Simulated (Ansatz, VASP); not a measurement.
# Zn3GeN in VASP and in Ansatz

```
Zn Ge N
1.0
     4.19472    0.00000    0.00000
     0.00000    4.19472    0.00000
     0.00000    0.00000    4.19472
Zn Ge N
3 1 1
Direct
  0.50000 0.50000 0.00000
  0.50000 0.00000 0.50000
  0.00000 0.50000 0.50000
  0.00000 0.00000 0.00000
  0.50000 0.50000 0.50000
```

Change from the starting cell: species swapped into the La3AlC type (Pm-3m, No. 221).

Alike in both runs: functional PBE; k mesh 4 × 4 × 4; occupations gaussian, width 0.1 eV; no spin polarisation.

Ansatz relaxed the structure, and its values are those at the end. VASP's run is a single point on that final structure, the one shown.

|  | VASP | Ansatz |
| --- | --- | --- |
| version | VASP 6.6.1 | Ansatz 0.2.0 |
| potentials or method | VASP PAW PBE potentials, release 64 (Zn, Ge_d, N), cutoff 520 eV | scalar-relativistic, plane waves, PAW |
| valence electrons in the cell | 55 | 55 |

```csv
,VASP,Ansatz,Ansatz less VASP
gap on the k mesh at the Fermi level (eV),none,none,-
pressure (GPa),0.3,-0.2,-0.42
```

A gap of «none» marks a metal or a gap that the smearing closes.

The k mesh is coarse, so the values compare programs but aren't converged.
